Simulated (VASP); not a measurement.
# ScAl3N3 in VASP: single point with PBE

Aim: the single point of ScAl3N3 with PBE.

Everything below comes from runs of VASP 6.6.1. Logs are shortened: lines on timing, memory, paths and dates and some standing lists are left out, and cuts for length are marked.

## Step 1: The cell of the first run

The typed cell holds 7 atoms: a = 5.050 Å, b = 5.050 Å, c = 4.322 Å, α = 90.00°, β = 90.00°, γ = 120.00°.

## Step 2: Single point, PBE

The input, INCAR:

```
SYSTEM = ScAl3N3
PREC = Accurate ; ENCUT = 600
EDIFF = 1E-6 ; ISMEAR = 0
SIGMA = 0.2 ; LREAL = .FALSE.
LASPH = .TRUE. ; NELM = 120
ALGO = Normal ; ISIF = 2
LWAVE = .FALSE. ; LCHARG = .TRUE.
GGA = PE ; LELF = .TRUE.
LVHAR = .TRUE. ; NBANDS = 26
GGA_COMPAT = .FALSE.
```

The input, KPOINTS:

```
regular mesh
0
G
  4 4 3
  0 0 0
```

The input, POSCAR:

```
ScAl3N3
1.0
    5.0502605642      0.0000000000      0.0000000000
   -2.5251302821      4.3736539443      0.0000000000
    0.0000000000      0.0000000000      4.3217478888
Sc Al N
1 3 3
Direct
    0.6666666667      0.3333333333      0.2156874200
    0.1666470552      0.8333529448      0.7157084063
    0.1666470552      0.3332941103      0.7157084063
    0.6667058897      0.8333529448      0.7157084063
    0.3333333333      0.6666666667      0.4392035684
    0.0000000000      0.0000000000     -0.0076309913
    0.6666666667      0.3333333333      0.7156980941
```

Potentials or basis: VASP PAW PBE potentials, release 64 (Sc_sv, Al, N).

The run is started by

```sh
cat potpaw_PBE.64/Sc_sv/POTCAR potpaw_PBE.64/Al/POTCAR potpaw_PBE.64/N/POTCAR > POTCAR
mpirun -np 1 vasp_std > vasp.out
```

OUTCAR:

```text
SYSTEM = ScAl3N3
   PREC = Accurate
   ENCUT = 600
   EDIFF = 1E-6
   ISMEAR = 0
   LREAL = .FALSE.
   LASPH = .TRUE.
   NELM = 120
   ISIF = 2
   GGA = PE

 ion  position               nearest neighbor table
   1  0.667  0.333  0.216-   7 2.16   7 2.16   4 3.32   2 3.32   2 3.32   4 3.32   3 3.32   3 3.32
                             4 3.32   2 3.32   2 3.32   4 3.32   3 3.32   3 3.32
   2  0.167  0.833  0.716-   5 1.89   6 1.89   3 2.52   4 2.52   7 2.53   7 2.53   3 2.53   4 2.53
                             1 3.32   1 3.32   1 3.32   1 3.32
   3  0.167  0.333  0.716-   5 1.89   6 1.89   2 2.52   4 2.52   7 2.53   7 2.53   2 2.53   4 2.53
                             1 3.32   1 3.32   1 3.32   1 3.32
   4  0.667  0.833  0.716-   5 1.89   6 1.89   3 2.52   2 2.52   7 2.53   7 2.53   3 2.53   2 2.53
                             1 3.32   1 3.32   1 3.32   1 3.32
   5  0.333  0.667  0.439-   2 1.89   3 1.89   4 1.89
   6  0.000  0.000  0.992-   3 1.89   4 1.89   2 1.89
   7  0.667  0.333  0.716-   1 2.16   1 2.16   4 2.53   2 2.53   2 2.53   4 2.53   3 2.53   3 2.53

  LATTYP: Found a hexagonal cell.
 ALAT       =     5.0502605642
 C/A-ratio  =     0.8557475073

  Lattice vectors:

 A1 = (   5.0502605642,   0.0000000000,   0.0000000000)
 A2 = (  -2.5251302821,   4.3736539443,   0.0000000000)
 A3 = (   0.0000000000,   0.0000000000,   4.3217478888)

Analysis of symmetry for initial positions (statically):
=====================================================================
 Subroutine PRICEL returns:
 Original cell was already a primitive cell.

 Routine SETGRP: Setting up the symmetry group for a
 hexagonal supercell.

 Subroutine GETGRP returns: Found  6 space group operations
 (whereof  6 operations were pure point group operations)
 out of a pool of 24 trial point group operations.

The static configuration has the point symmetry C_3v.

Analysis of symmetry for dynamics (positions and initial velocities):
=====================================================================
 Subroutine PRICEL returns:
 Original cell was already a primitive cell.

 Routine SETGRP: Setting up the symmetry group for a
 hexagonal supercell.

 Subroutine GETGRP returns: Found  6 space group operations
 (whereof  6 operations were pure point group operations)
 out of a pool of 24 trial point group operations.

The dynamic configuration has the point symmetry C_3v.

 Subroutine INISYM returns: Found  6 space group operations
 (whereof  6 operations are pure point group operations),
 and found     1 'primitive' translations

----------------------------------------------------------------------------------------

                                     Primitive cell

  volume of cell :      95.4592

  direct lattice vectors                    reciprocal lattice vectors
     5.050260564  0.000000000  0.000000000     0.198009585  0.114320887  0.000000000
    -2.525130282  4.373653944  0.000000000     0.000000000  0.228641775  0.000000000
     0.000000000  0.000000000  4.321747889     0.000000000  0.000000000  0.231387861

  length of vectors
     5.050260564  5.050260564  4.321747889     0.228641775  0.228641775  0.231387861

  position of ions in fractional coordinates (direct lattice)
     0.666666667  0.333333333  0.215687420
     0.166647055  0.833352945  0.715708406
     0.166647055  0.333294110  0.715708406
     0.666705890  0.833352945  0.715708406
     0.333333333  0.666666667  0.439203568
     0.000000000  0.000000000  0.992369009
     0.666666667  0.333333333  0.715698094

  ion indices of the primitive-cell ions
   primitive index   ion index
                 1           1
                 2           2
                 3           3
                 4           4
                 5           5
                 6           6
                 7           7

----------------------------------------------------------------------------------------

 KPOINTS: regular mesh

Automatic generation of k-mesh.
 Grid dimensions read from file:
 generate k-points for:    4    4    3

 Generating k-lattice:

  Cartesian coordinates                     Fractional coordinates (reciprocal lattice)
     0.049502396  0.028580222  0.000000000     0.250000000  0.000000000  0.000000000
     0.000000000  0.057160444  0.000000000     0.000000000  0.250000000  0.000000000
     0.000000000  0.000000000  0.077129287     0.000000000  0.000000000  0.333333333

  Length of vectors
     0.057160444  0.057160444  0.077129287

  Shift w.r.t. Gamma in fractional coordinates (k-lattice)
     0.000000000  0.000000000  0.000000000

 Subroutine IBZKPT returns following result:
 ===========================================

 Found      9 irreducible k-points:

 Following reciprocal coordinates:
            Coordinates               Weight
  0.000000  0.000000  0.000000      1.000000
  0.250000  0.000000  0.000000      6.000000
  0.500000  0.000000  0.000000      3.000000
  0.250000  0.250000  0.000000      6.000000
  0.000000  0.000000  0.333333      2.000000
  0.250000  0.000000  0.333333      6.000000
  0.000000  0.250000  0.333333      6.000000
  0.500000  0.000000  0.333333      6.000000
  0.250000  0.250000  0.333333     12.000000
   k-points           NKPTS =      9   k-points in BZ     NKDIM =      9   number of bands    NBANDS=     26
   number of dos      NEDOS =    301   number of ions     NIONS =      7
   total plane-waves  NPLWV =  57600
   dimension x,y,z NGX =    40 NGY =   40 NGZ =   36
   dimension x,y,z NGXF=    80 NGYF=   80 NGZF=   72
   ions per type =               1   3   3
   NGX,Y,Z   is equivalent  to a cutoff of  13.17, 13.17, 13.85 a.u.
   NGXF,Y,Z  is equivalent  to a cutoff of  26.33, 26.33, 27.70 a.u.
 SYSTEM =  ScAl3N3
   PREC   = accura    normal or accurate (medium, high low for compatibility)
   ISTART =      0    job   : 0-new  1-cont  2-samecut
   ICHARG =      2    charge: 1-file 2-atom 10-const
   ISPIN  =      1    spin polarized calculation?
   LNONCOLLINEAR =      F non collinear calculations
   LSORBIT =      F    spin-orbit coupling
   LASPH  =      T    aspherical Exc in radial PAW
   ENCUT  =  600.0 eV  44.10 Ry    6.64 a.u.  10.09 10.09  8.63*2*pi/ulx,y,z
   NELM   =    120;   NELMIN=  2; NELMDL= -5     # of ELM steps
   EDIFF  = 0.1E-05   stopping-criterion for ELM
   LREAL  =      F    real-space projection
   EDIFFG = 0.1E-04   stopping-criterion for IOM
   NSW    =      0    number of steps for IOM
   IBRION =     -1    ionic relax: 0-MD 1-quasi-New 2-CG
   NFREE  =      0    steps in history (QN), initial steepest desc. (CG)
   ISIF   =      2    stress and relaxation
   ISYM   =      2    0-nonsym 1-usesym 2-fastsym
   POTIM  = 0.5000    time-step for ionic-motion
   TEBEG  =    0.0;   TEEND  =   0.0 temperature during run
   PSTRESS=    0.0 pullay stress
   NELECT =      35.0000    total number of electrons
   NUPDOWN=      -1.0000    fix difference up-down
   EMIN   =  10.00;   EMAX   =-10.00  energy-range for DOS
   EFERMI =   0.00;   METHOD = LEGACY
   ISMEAR =     0;   SIGMA  =   0.20  broadening in eV -4-tet -1-fermi 0-gaus
   EFERMI_NEDOS =   21; number of points for ismear=-14 and -15
   IALGO  =     38    algorithm
   IMIX   =      4    mixing-type and parameters
     AMIX     =   0.40;   BMIX     =  1.00
     AMIX_MAG =   1.60;   BMIX_MAG =  1.00
  volume/ion in A,a.u.               =      13.64        92.03
  Fermi-wavevector in a.u.,A,eV,Ry     =   1.171723  2.214235 18.679913  1.372935
  Thomas-Fermi vector in A             =   2.308162
   LORBIT       =      0    0 simple, 1 ext, 2 COOP (PROOUT), +10 PAW based schemes
   GGA     = PE    functional components
   LHFCALC =     F    Hartree Fock is set to
   AEXX    =    0.0000 exact exchange contribution
   IVDW    =     0    specifies the selected vdW correction
   LEPSILON=     F    determine dielectric tensor
   LRPA    =     F    only Hartree local field effects (RPA)
 non-spin polarized calculation
 Gauss-broadening in eV      SIGMA  =   0.20
  energy-cutoff  :      600.00
  volume of cell :       95.46
 maximum number of plane-waves:      3196
   NGX = 21   NGY = 21   NGZ = 17

 number of electron      35.0000002 magnetization

 Free energy of the ion-electron system (eV)
  ---------------------------------------------------
  ext. energy  EPLUGINS =         0.00000000
  ---------------------------------------------------
  free energy    TOTEN  =       -42.83746009 eV

  energy without entropy =      -42.75907838  energy(sigma->0) =      -42.79826923

 E-fermi :   6.8793     XC(G=0): -10.3031

 val. band max:        6.8375215941   @ k =   0.2500   0.0000   0.3333
 cond. band min:       6.8900478095   @ k =   0.0000   0.0000   0.0000
 fundamental gap:      0.0525262154
 Fermi energy:         6.8793270098

 k-point     1 :       0.0000    0.0000    0.0000
  band No.  band energies     occupation
      1     -43.9048      2.00000
      2     -22.6007      2.00000
      3     -22.6007      2.00000
      4     -22.4064      2.00000
      5      -9.9629      2.00000
      6      -8.5863      2.00000
[... 18 lines left out ...]
     25      10.3133      0.00000
     26      10.4356      0.00000

 k-point     2 :       0.2500    0.0000    0.0000
  band No.  band energies     occupation
      1     -43.9048      2.00000
      2     -22.6021      2.00000
      3     -22.6010      2.00000
      4     -22.4062      2.00000
      5      -9.7293      2.00000
      6      -8.7240      2.00000
[... 18 lines left out ...]
     25      10.2484      0.00000
     26      10.2946      0.00000

 k-point     3 :       0.5000    0.0000    0.0000
  band No.  band energies     occupation
      1     -43.9047      2.00000
      2     -22.6035      2.00000
      3     -22.6013      2.00000
      4     -22.4060      2.00000
      5      -9.2866      2.00000
      6      -9.0475      2.00000
[... 18 lines left out ...]
     25      10.5769      0.00000
     26      10.6505      0.00000

 k-point     4 :       0.2500    0.2500    0.0000
  band No.  band energies     occupation
      1     -43.9047      2.00000
      2     -22.6030      2.00000
      3     -22.6019      2.00000
      4     -22.4060      2.00000
      5      -9.3564      2.00000
      6      -8.9376      2.00000
[... 18 lines left out ...]
     25      10.7335      0.00000
     26      10.8258      0.00000

 k-point     5 :       0.0000    0.0000    0.3333
  band No.  band energies     occupation
      1     -43.9042      2.00000
      2     -22.5990      2.00000
      3     -22.5990      2.00000
      4     -22.4402      2.00000
      5      -9.6936      2.00000
      6      -8.7230      2.00000
[... 18 lines left out ...]
     25       9.6503      0.00000
     26      10.8943      0.00000

 k-point     6 :       0.2500    0.0000    0.3333
  band No.  band energies     occupation
      1     -43.9042      2.00000
      2     -22.6004      2.00000
      3     -22.5993      2.00000
      4     -22.4398      2.00000
      5      -9.5045      2.00000
      6      -8.7935      2.00000
[... 18 lines left out ...]
     25       9.5694      0.00000
     26      10.9594      0.00000

 k-point     7 :       0.0000    0.2500    0.3333
  band No.  band energies     occupation
      1     -43.9042      2.00000
      2     -22.6004      2.00000
      3     -22.5993      2.00000
      4     -22.4398      2.00000
      5      -9.5035      2.00000
      6      -8.7921      2.00000
[... 18 lines left out ...]
     25       9.7816      0.00000
     26      10.9500      0.00000

 k-point     8 :       0.5000    0.0000    0.3333
  band No.  band energies     occupation
      1     -43.9042      2.00000
      2     -22.6017      2.00000
      3     -22.5996      2.00000
      4     -22.4394      2.00000
      5      -9.1777      2.00000
      6      -8.9774      2.00000
[... 18 lines left out ...]
     25       9.3665      0.00000
     26      11.1107      0.00000

 k-point     9 :       0.2500    0.2500    0.3333
  band No.  band energies     occupation
      1     -43.9042      2.00000
      2     -22.6012      2.00000
      3     -22.6001      2.00000
      4     -22.4394      2.00000
      5      -9.2187      2.00000
      6      -8.9225      2.00000
[... 18 lines left out ...]
     25       9.8520      0.00000
     26      10.2464      0.00000

------------------------ aborting loop because EDIFF is reached ----------------------------------------

  FORCE on cell =-STRESS in cart. coord.  units (eV):
  Direction    XX          YY          ZZ          XY          YZ          ZX
  --------------------------------------------------------------------------------------
  -------------------------------------------------------------------------------------
  Total       -0.0047038     -0.0047038      0.1878743      0.0000000      0.0000000      0.0000000
  in kB       -0.0789488     -0.0789488      3.1532641      0.0000000      0.0000000      0.0000000
  external PRESSURE =       0.9984555 kB  Pullay stress =       0.0000000 kB

 VOLUME and BASIS-vectors are now :
 -----------------------------------------------------------------------------
  energy-cutoff  :      600.00
  volume of cell :       95.46
      direct lattice vectors                 reciprocal lattice vectors
     5.050260564  0.000000000  0.000000000     0.198009585  0.114320887  0.000000000
    -2.525130282  4.373653944  0.000000000     0.000000000  0.228641775  0.000000000
     0.000000000  0.000000000  4.321747889     0.000000000  0.000000000  0.231387861

 POSITION                                       TOTAL-FORCE (eV/Angst)
 -----------------------------------------------------------------------------------
      2.52513      1.45788      0.93215         0.000000     -0.000000      0.000586
     -1.26271      3.64480      3.09311         0.001788     -0.001032     -0.000300
      0.00000      1.45771      3.09311        -0.000000      0.002064     -0.000300
      1.26271      3.64480      3.09311        -0.001788     -0.001032     -0.000300
     -0.00000      2.91577      1.89813        -0.000000      0.000000     -0.008311
      0.00000      0.00000      4.28877        -0.000000     -0.000000      0.008259
      2.52513      1.45788      3.09307         0.000000      0.000000      0.000365
 -----------------------------------------------------------------------------------
    total drift:                               -0.000000      0.000000     -0.000144

  FREE ENERGIE OF THE ION-ELECTRON SYSTEM (eV)
  ---------------------------------------------------
  free  energy   TOTEN  =       -42.8374600900 eV

  energy  without entropy=      -42.7590783758  energy(sigma->0) =      -42.79826923
```

It took 39 s on 1 thread of Intel Xeon Platinum 8259CL at 2.50GHz (Skylake/Cascade Lake), shared host; peak memory 0.23 GiB.

What came out:

```
Free energy   : -42.8375 eV
Pressure      : 0.1 GPa
Largest force : 0.008 eV/Å
```

Forces in eV/Å, atoms in the order of the input:
```
Sc   0.000  0.000  0.001
Al   0.002 -0.001  0.000
Al   0.000  0.002  0.000
Al  -0.002 -0.001  0.000
N    0.000  0.000 -0.008
N    0.000  0.000  0.008
N    0.000  0.000  0.000
```

Stress tensor (GPa, compression positive):
```
-0.01  0.00  0.00
 0.00 -0.01  0.00
 0.00  0.00  0.32
```

Levels at points of the mesh, in eV from the Fermi level:
```tsv
k point	band 16	band 17	band 18	band 19	band 20	band 21
(0.00, 0.00, 0.00)	-3.07	-3.07	-0.87	0.01	0.01	1.37
(0.50, 0.00, 0.00)	-2.52	-2.04	-0.64	0.05	0.48	1.11
```

Caveat: the k points lie up to 0.48 Å⁻¹ apart.
